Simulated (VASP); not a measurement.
# HC12 in VASP: single point with PBE+D3(BJ)

Aim: the single point of HC12 with PBE+D3(BJ).

Everything below comes from runs of VASP 6.6.1. Logs are shortened: lines on timing, memory, paths and dates and some standing lists are left out, and cuts for length are marked.

## (1) The cell of the first run

The cell holds a slab with vacuum, 13 atoms: a = 4.931 Å, b = 4.010 Å, c = 21.601 Å, α = 90.00°, β = 90.00°, γ = 90.00°.

## (2) Single point, PBE+D3(BJ), collinear spin

Contents of INCAR:

```
PREC = Accurate
ENCUT = 520
EDIFF = 1E-6
ISMEAR = 0
SIGMA = 0.05
LREAL = False
LASPH = True
NELM = 150
ALGO = Normal
ISIF = 2
LWAVE = False
LCHARG = False
ISPIN = 2
MAGMOM = 0 0 0 0 0 0 0 0 0 0 0 0 1
LORBIT = 11
LDIPOL = True
IDIPOL = 3
DIPOL = 0.5 0.5 0.302
GGA = PE
IVDW = 12
NBANDS = 40
KPAR = 4
```

Contents of KPOINTS:

```
regular mesh
0
Gamma
  6 7 1
```

Contents of POSCAR:

```
HC12
1.0
    4.9311586502      0.0000000000      0.0000000000
    0.0000000000      4.0098697767      0.0000000000
    0.0000000000      0.0000000000     21.6014232414
C H
12 1
Direct
    0.2500000000      0.3776970832      0.1851729840
    0.7500000000      0.3776970832      0.1851729840
    0.0000000000      0.4720802753      0.2130426460
    0.5000000000      0.4720802753      0.2130426460
    0.0000000000      0.6609562027      0.2688143161
    0.5000000000      0.6609562027      0.2688143161
    0.2500000000      0.7503681903      0.2962457608
    0.7500000000      0.7503681903      0.2962457608
    0.2500000000      0.9412921293      0.3552728042
    0.7500000000      0.9412921293      0.3552728042
    0.0000000000      0.0234303656      0.3796705036
    0.5000000000      0.0234303656      0.3796705036
    0.1666666667      0.8567636989      0.5231795662
```

Potentials or basis: VASP PAW PBE potentials, release 64 (C, H).

Launch:

```
cat potpaw_PBE.64/C/POTCAR potpaw_PBE.64/H/POTCAR > POTCAR
mpirun -np 4 vasp_std > vasp.out
```

OUTCAR:

```text
PREC = Accurate
   ENCUT = 520
   EDIFF = 1E-6
   ISMEAR = 0
   LREAL = False
   LASPH = True
   NELM = 150
   ISIF = 2
   ISPIN = 2
   LORBIT = 11
   GGA = PE
   IVDW = 12
 IVDW          = 12

 ion  position               nearest neighbor table
   1  0.250  0.378  0.185-   3 1.42   4 1.42
   2  0.750  0.378  0.185-   3 1.42   4 1.42
   3  0.000  0.472  0.213-   5 1.42   2 1.42   1 1.42
   4  0.500  0.472  0.213-   6 1.42   2 1.42   1 1.42
   5  0.000  0.661  0.269-   7 1.41   8 1.41   3 1.42
   6  0.500  0.661  0.269-   7 1.41   8 1.41   4 1.42
   7  0.250  0.750  0.296-   5 1.41   6 1.41   9 1.49
   8  0.750  0.750  0.296-   5 1.41   6 1.41  10 1.49
   9  0.250  0.941  0.355-  11 1.38  12 1.38   7 1.49
  10  0.750  0.941  0.355-  11 1.38  12 1.38   8 1.49
  11  0.000  0.023  0.380-   9 1.38  10 1.38
  12  0.500  0.023  0.380-   9 1.38  10 1.38
  13  0.167  0.857  0.523-

  LATTYP: Found a simple orthorhombic cell.
 ALAT       =     4.0098697767
 B/A-ratio  =     1.2297553100
 C/A-ratio  =     5.3870635318

  Lattice vectors:

 A1 = (   0.0000000000,  -4.0098697767,   0.0000000000)
 A2 = (   4.9311586502,   0.0000000000,   0.0000000000)
 A3 = (   0.0000000000,   0.0000000000,  21.6014232414)

Analysis of symmetry for initial positions (statically):
=====================================================================
 Subroutine PRICEL returns:
 Original cell was already a primitive cell.

 Routine SETGRP: Setting up the symmetry group for a
 simple orthorhombic supercell.

 Subroutine GETGRP returns: Found  1 space group operations
 (whereof  1 operations were pure point group operations)
 out of a pool of  8 trial point group operations.

The static configuration has the point symmetry C_1 .

Analysis of symmetry for dynamics (positions and initial velocities):
=====================================================================
 Subroutine PRICEL returns:
 Original cell was already a primitive cell.

 Routine SETGRP: Setting up the symmetry group for a
 simple orthorhombic supercell.

 Subroutine GETGRP returns: Found  1 space group operations
 (whereof  1 operations were pure point group operations)
[... 198 lines left out ...]
  band No.  band energies     occupation
      1     -22.1484      1.00000
      2     -20.4221      1.00000
      3     -18.0675      1.00000
      4     -17.9860      1.00000
      5     -17.8586      1.00000
      6     -16.1707      1.00000
[... 847 lines left out ...]
     35       4.4278      0.00000
     36       4.8925      0.00000
 Fermi energy:        -3.2767424198

 spin component 2

 k-point     1 :       0.0000    0.0000    0.0000
  band No.  band energies     occupation
      1     -22.1545      1.00000
      2     -20.4375      1.00000
      3     -18.0357      1.00000
      4     -17.9453      1.00000
      5     -17.9077      1.00000
      6     -16.3408      1.00000
[... 847 lines left out ...]
     35       4.8374      0.00000
     36       5.1631      0.00000
 [bands above 36 left out]

------------------------ aborting loop because EDIFF is reached ----------------------------------------

 vacuum level on the upper side and lower side of the slab       (xc-potential included)        -0.179         0.229

 Edisp (eV)   -1.31446

 E8    (eV) :    -0.3898

  FORCE on cell =-STRESS in cart. coord.  units (eV):
  Direction    XX          YY          ZZ          XY          YZ          ZX
  --------------------------------------------------------------------------------------
  -------------------------------------------------------------------------------------
  Total      -0.62559     0.14295     0.86899     0.13873     0.73862     0.15992
  in kB      -2.34659     0.53622     3.25959     0.52038     2.77059     0.59986
  external pressure =        0.48 kB  Pullay stress =        0.00 kB

 VOLUME and BASIS-vectors are now :
 -----------------------------------------------------------------------------
  energy-cutoff  :      520.00
  volume of cell :      427.13
      direct lattice vectors                 reciprocal lattice vectors
     4.931158650  0.000000000  0.000000000     0.202792096  0.000000000  0.000000000
     0.000000000  4.009869777  0.000000000     0.000000000  0.249384657  0.000000000
     0.000000000  0.000000000 21.601423241     0.000000000  0.000000000  0.046293246

 POSITION                                       TOTAL-FORCE (eV/Angst)
 -----------------------------------------------------------------------------------
      1.23279      1.51452      4.00000        -0.102546      0.322052      0.753980
      3.69837      1.51452      4.00000         0.022094      1.343887      2.103512
      0.00000      1.89298      4.60202         0.302358     -1.492810     -2.676159
      2.46558      1.89298      4.60202        -0.260156     -1.493189     -2.616309
      0.00000      2.65035      5.80677        -0.191102      0.553474      1.109892
      2.46558      2.65035      5.80677         0.212795      0.570586      1.085851
      1.23279      3.00888      6.39933        -0.143166      0.220541      0.283060
      3.69837      3.00888      6.39933         0.128996      0.152515      0.244086
      1.23279      3.77446      7.67440         0.167533     -0.336070     -0.482023
      3.69837      3.77446      7.67440        -0.243827     -0.197738     -0.301454
      0.00000      0.09395      8.20142         0.012058     -0.059230     -0.047842
      2.46558      0.09395      8.20142         0.107904      0.389526      0.637280
      0.82186      3.43551     11.30142        -0.012940      0.026456     -0.093874
 -----------------------------------------------------------------------------------
    total drift:                               -0.000004      0.000097     -0.000137

  FREE ENERGIE OF THE ION-ELECTRON SYSTEM (eV)
  ---------------------------------------------------
  free  energy   TOTEN  =      -100.6181494917 eV

  energy  without entropy=     -100.6051735658  energy(sigma->0) =     -100.61166153

 vacuum level on the upper side and lower side of the slab         2.470         2.897

 total charge

# of ion       s       p       d       tot
------------------------------------------
    1        0.900   1.543   0.000   2.443
    2        0.888   1.532   0.000   2.420
    3        0.869   1.765   0.000   2.633
    4        0.866   1.767   0.000   2.634
    5        0.874   1.781   0.000   2.655
    6        0.871   1.784   0.000   2.655
    7        0.865   1.745   0.000   2.610
    8        0.870   1.738   0.000   2.609
    9        0.868   1.784   0.000   2.652
   10        0.871   1.781   0.000   2.652
   11        0.903   1.599   0.000   2.502
   12        0.907   1.609   0.000   2.516
   13        0.376   0.000   0.000   0.376
--------------------------------------------------
tot         10.928  20.429   0.000  31.357

 magnetization (x)

# of ion       s       p       d       tot
------------------------------------------
    1        0.001  -0.002   0.000  -0.002
    2        0.083   0.397   0.000   0.480
    3        0.001   0.001   0.000   0.002
    4        0.003  -0.000   0.000   0.002
    5        0.005   0.031   0.000   0.036
    6        0.004   0.022   0.000   0.026
    7       -0.006  -0.028   0.000  -0.034
    8       -0.007  -0.036   0.000  -0.042
    9       -0.003   0.008   0.000   0.004
   10       -0.002   0.006   0.000   0.004
   11       -0.056  -0.356   0.000  -0.411
   12       -0.004  -0.015   0.000  -0.018
   13        0.375  -0.000   0.000   0.375
--------------------------------------------------
tot          0.394   0.027   0.000   0.421
```

Run time: 15 min. Hardware: 4 MPI ranks of AMD EPYC 7R43 (Zen 3), shared host; peak memory 0.94 GiB.

Results:

| Property | Result |
| --- | --- |
| Free energy | -100.6181 eV |
| Largest force | 3.079 eV/Å |
| Net moment | 1.06 μB per cell |
| Site moments | C -0.00, +0.48, +0.00, +0.04, +0.03, -0.03, -0.04, -0.41, -0.02 (each value once); H +0.38 μB |
| Valence electrons inside the program's atomic spheres | C 2.44, 2.42, 2.63, 2.65, 2.61, 2.50, 2.52 (each value once); H 0.38 |
| Dispersion energy per atom | -0.101 eV |

Forces on the atoms (eV/Å):
```
C   -0.103  0.322  0.754
C    0.022  1.344  2.104
C    0.302 -1.493 -2.676
C   -0.260 -1.493 -2.616
C   -0.191  0.553  1.110
C    0.213  0.571  1.086
C   -0.143  0.221  0.283
C    0.129  0.153  0.244
C    0.168 -0.336 -0.482
C   -0.244 -0.198 -0.301
C    0.012 -0.059 -0.048
C    0.108  0.390  0.637
H   -0.013  0.026 -0.094
```

Levels at points of the mesh, in eV from the Fermi level:
Spin up:
```tsv
k point	band 23	band 24	band 25	band 26	band 27	band 28
(0.00, 0.00, 0.00)	-1.77	-0.39	-0.09	0.63	0.75	0.82
(0.50, 0.00, 0.00)	-1.99	-1.85	-0.12	-0.04	0.71	2.64
```
Spin down:
```csv
k point,band 21,band 22,band 23,band 24,band 25,band 26,band 27,band 28
"(0.00, 0.00, 0.00)",-1.79,-1.61,-0.49,-0.05,0.47,0.65,1.10,1.98
"(0.50, 0.00, 0.00)",-2.21,-2.10,-1.35,-0.17,-0.09,0.60,2.75,2.89
```
